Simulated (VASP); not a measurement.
Runs of VASP 6.6.1 on O. The structure is orthorhombic, space group Fmmm (No. 69). Conventional cell: a = 2.957 Å, b = 4.215 Å, c = 6.690 Å, α = 90.00°, β = 90.00°, γ = 90.00°. Within 1.6 Å of O (site symmetry mm2) lie 1 O at 1.17 Å. 

```csv
task,level,potentials or basis,gap on the mesh (eV),pressure (GPa),largest force (eV/Å)
single point,PBE,"VASP PAW PBE potentials, release 64 (O)",none,18.2,5.75
electric field gradients,PBEsol,"VASP PAW PBE potentials, release 64 (O)",none,13.5,5.42
electric field gradients,LDA,"VASP PAW LDA potentials, release 64 (O)",none,8.3,5.00
electric field gradients,r2SCAN,"VASP PAW PBE potentials, release 64 (O)",none,(a),5.26
```

Alike in all rows: no spin polarisation; cell as given; k mesh 12 × 12 × 12; cutoff (eV) 520; smearing fermi-dirac 0.01 eV.

Fill in the values left out.

(a) 12.9.

Caveats: the standard files for N, O and F lose accuracy on very short bonds; spin is off for a triplet molecule; this functional lacks dispersion, which holds the molecules together, so the pressure and a relaxed volume are unreliable (at least some runs); forces of over 1 eV/Å act on the atoms, so gaps and moduli don't describe the material at rest (at least some runs); the PAW data sets were made with another functional, which shifts forces and pressure a little (at least some runs); the stress differs along the axes, from -6 to 62 GPa (at least some runs); the stress differs along the axes, from -10 to 56 GPa (at least some runs).

A gap of «none» marks levels without a gap at the run's occupations.
